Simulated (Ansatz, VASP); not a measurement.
# One calculation of CaO, two programs

The input INCAR:

```
SYSTEM = CaO
  PREC = Accurate
  ENCUT = 520
  EDIFF = 1E-6
  ISMEAR = 0
  SIGMA = 0.05
  LREAL = .False.
  LASPH = .True.
  NELM = 80
  ALGO = Normal
  ISIF = 2
  LWAVE = .False.
  LCHARG = .False.
  GGA = CA
  NBANDS = 24
```

Contents of KPOINTS:

```
regular mesh
0
Gamma
  9 9 6
  0 0 0
```

File POSCAR:

```
CaO
1.0
    3.8671439706      0.0000000000      0.0000000000
   -1.9335719853      3.3490449187      0.0000000000
    0.0000000000      0.0000000000      5.0987362172
Ca O
2 2
Direct
    0.3333333333      0.6666666667      0.7500000000
    0.6666666667      0.3333333333      0.2500000000
    0.3333333333      0.6666666667      0.2500000000
    0.6666666667      0.3333333333      0.7500000000
```

Input for Ansatz:

```yaml
crystal:
  lattice:
    - [3.8671439706, 0.0, 0.0]
    - [-1.9335719853, 3.3490449187, 0.0]
    - [0.0, 0.0, 5.0987362172]
  atoms:
    - { symbol: Ca, position: [0.3333333333, 0.6666666667, 0.75] }
    - { symbol: Ca, position: [0.6666666667, 0.3333333333, 0.25] }
    - { symbol: O, position: [0.3333333333, 0.6666666667, 0.25] }
    - { symbol: O, position: [0.6666666667, 0.3333333333, 0.75] }
basis:
  ecutwfc: 420
kpoints:
  mp_grid: { grid: [9, 9, 6] }
hamiltonian:
  xc: lda
scf:
  occupations: { method: gaussian, width: 0.05 }
output:
  forces: true
  stress: true
  eigenvalues: true
```

Alike in both runs: task single point; functional LDA; k mesh 9 × 9 × 6; occupations gaussian, width 0.05 eV; no spin polarisation.

```csv
,VASP,Ansatz
version,VASP 6.6.1,Ansatz 0.2.0
potentials or method,"VASP PAW LDA potentials, release 64 (Ca_sv, O), cutoff 520 eV","scalar-relativistic, plane waves, PAW"
valence electrons in the cell,32,32
```

```tsv
	VASP	Ansatz	Ansatz less VASP
gap on the k mesh at the Fermi level (eV)	3.15	3.15	+0.002
least direct gap on the mesh (eV)	3.15	3.15	+0.002
pressure (GPa)	-4.0	-4.7	-0.64
traceless stress, the component that is largest in VASP (GPa)	-6.94	-6.62	+0.326
```

LDA's correlation is that of Perdew and Zunger in VASP and of Perdew and Wang (1992) in Ansatz.
